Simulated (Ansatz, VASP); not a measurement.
## Two plane-wave programs on Ti

```
Ti
1.0
     2.71400    0.00000    0.00000
    -1.35700    2.35039    0.00000
     0.00000    0.00000    4.31112
Ti
2
Direct
  0.33333 0.66667 0.25000
  0.66667 0.33333 0.75000
```

Change from the starting cell: strain -0.080 along x and y, -0.080 along z, atoms carried along.

Alike in both runs: task single point; functional PBE; k mesh 18 × 18 × 10; occupations gaussian, width 0.15 eV; no spin polarisation.

|  | VASP | Ansatz |
| --- | --- | --- |
| version | VASP 6.6.1 | Ansatz 0.2.0 |
| potentials or method | VASP PAW PBE potentials, release 64 (Ti_sv), cutoff 520 eV | scalar-relativistic, plane waves, PAW |
| valence electrons in the cell | 24 | 24 |

Ansatz gave:

```
gap on the k mesh at the Fermi level (eV)                     : none
pressure (GPa)                                                : 39.4
traceless stress, the component that is largest in VASP (GPa) : 0.51
```

Q: Estimate VASP's values.

A: gap on the k mesh at the Fermi level (eV): none; pressure (GPa): 38.5; traceless stress, the component that is largest in VASP (GPa): 0.51.

A gap of «none» marks a metal or a gap that the smearing closes. Both programs put the cell under a high pressure, so it lies far from rest at this level. With one functional, cell and mesh, what is left measures potentials, basis and numerics.
